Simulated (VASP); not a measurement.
A run of VASP 6.6.1 is set up as follows.

File POSCAR:

```
RbBr
1.0
    3.0383662215      0.0000000000      0.0000000000
    0.0000000000      3.0383662215      0.0000000000
    0.0000000000      0.0000000000      3.0383662215
Rb Br
1 1
Direct
    0.0000000000      0.0000000000      0.0000000000
    0.5000000000      0.5000000000      0.5000000000
```

The input INCAR.step1:

```
SYSTEM = RbBr
ALGO = Normal ; EDIFF = 1E-4
ENCUT = 520 ; GGA = PE
ISMEAR = -1 ; LASPH = .TRUE.
LCHARG = .FALSE. ; LREAL = .FALSE.
LWAVE = .TRUE. ; NBANDS = 15
NELM = 80 ; PREC = Accurate
SIGMA = 0.1
```

Contents of INCAR.step2:

```
SYSTEM = RbBr
ALGO = Normal ; EDIFF = 1E-7
ENCUT = 520 ; ISIF = 2
ISMEAR = -1 ; ISTART = 1
LASPH = .TRUE. ; LCHARG = .FALSE.
LMIXTAU = .TRUE. ; LREAL = .FALSE.
LWAVE = .FALSE. ; METAGGA = R2SCAN
NBANDS = 15 ; NELM = 80
PREC = Accurate ; SIGMA = 0.1
```

KPOINTS

```
k-points
0
G
  12 12 12
  0 0 0
```

Potentials or basis: VASP PAW PBE potentials, release 64 (Rb_sv, Br).

Command:

```sh
$ cat potpaw_PBE.64/Rb_sv/POTCAR potpaw_PBE.64/Br/POTCAR > POTCAR
$ cp INCAR.step1 INCAR
$ mpirun -np 1 vasp_std > vasp.out
$ cp INCAR.step2 INCAR
$ mpirun -np 1 vasp_std > vasp.out
```

(1) Predict the band gap on the k mesh.

(2) Predict the pressure.

Results:

(1) 1.53 eV, direct.

(2) 147.8 GPa.

Caveat: the PAW data sets were made with another functional, which shifts forces and pressure a little.
